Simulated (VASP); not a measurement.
Write the native input for VASP 6.6.1 that does the following.

* Task: single point
* Functional: PBEsol
* Dispersion: D3(BJ)
* Potentials or basis: VASP PAW PBE potentials, release 64 (C)
* Cutoff: 520 eV
* k mesh: 21 × 21 × 8
* Occupations: gaussian, width 0.15 eV
* Spin: no spin polarisation
* Dipole correction: no
* Further INCAR settings: ALGO = Normal; EDIFF = 1e-06; NBANDS = 16

The structure of C lies in POSCAR:

```
C
1.0
    2.6579828494      0.0000000000      0.0000000000
   -1.3289914247      2.3018806704      0.0000000000
    0.0000000000      0.0000000000      6.3023431342
C
4
Direct
    0.0000000000      0.0000000000      0.0025000000
    0.0000000000      0.0000000000      0.5025000000
    0.3333333333      0.6666666667      0.0025000000
    0.6666666667      0.3333333333      0.5025000000
```

These files were run (other wordings do the same):

INCAR

```
SYSTEM = C
ALGO = Normal ; EDIFF = 1E-6
ENCUT = 520 ; GGA = PS
ISIF = 2 ; ISMEAR = 0
IVDW = 12 ; LASPH = .True.
LCHARG = .False. ; LREAL = .False.
LWAVE = .False. ; NBANDS = 16
NELM = 100 ; PREC = Accurate
SIGMA = 0.15
```

KPOINTS

```
k-points
0
Gamma
  21 21 8
  0 0 0
```

Potentials or basis: VASP PAW PBE potentials, release 64 (C).

Launch:

```bash
$ cat potpaw_PBE.64/C/POTCAR > POTCAR
$ mpirun -np 1 vasp_std > vasp.out
```

Results of the run:

| Property | Result |
| --- | --- |
| Pressure | -49.4 GPa |
| Band gap on the k mesh | zero (bands 8 and 9 overlap by 0.07 eV) |
| Dispersion energy per atom | -0.106 eV |

Caveat: the cell stands under tension; the PAW data sets were made with another functional, which shifts forces and pressure a little.

Wall time 45 s on 1 thread of Intel(R) Xeon(R) 6975P-C (Granite Rapids), with other jobs on the host, peak memory 0.23 GiB.
